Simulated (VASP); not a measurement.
A run of VASP 6.6.1 is set up as follows.

Contents of INCAR:

```
PREC     = Accurate       # precision mode
ENCUT    = 520            # plane-wave cutoff, eV
EDIFF    = 1E-6           # SCF threshold, eV
ISMEAR   = 0              # smearing method
SIGMA    = 0.15           # smearing width, eV
LREAL    = F              # projectors in reciprocal space
LASPH    = T              # aspherical terms in the spheres
NELM     = 100            # most SCF steps
ALGO     = Normal         # electronic algorithm
ISIF     = 2              # what is computed and relaxed
LWAVE    = F              # write WAVECAR
LCHARG   = F              # write CHGCAR
NBANDS   = 12             # bands
```

File KPOINTS:

```
regular mesh
0
Gamma
  24 24 24
```

The input POSCAR:

```
Zn
1.0
   -0.8302303281      1.6604606563      1.6604606563
    1.6604606563     -0.8302303281      1.6604606563
    1.6604606563      1.6604606563     -0.8302303281
Zn
1
Direct
    0.0000000000      0.0000000000      0.0000000000
```

Potentials or basis: VASP PAW LDA potentials, release 64 (Zn).

Run with:

```console
$ cat potpaw_LDA.64/Zn/POTCAR > POTCAR
$ mpirun -np 1 vasp_std > vasp.out
```

Q: Predict the band gap on the k mesh.

A: Zero (band 6 reaches 8.65 eV, above the bottom of band 7 at -0.25 eV).

Q: What does it give for the pressure?

A: 3.7 GPa.
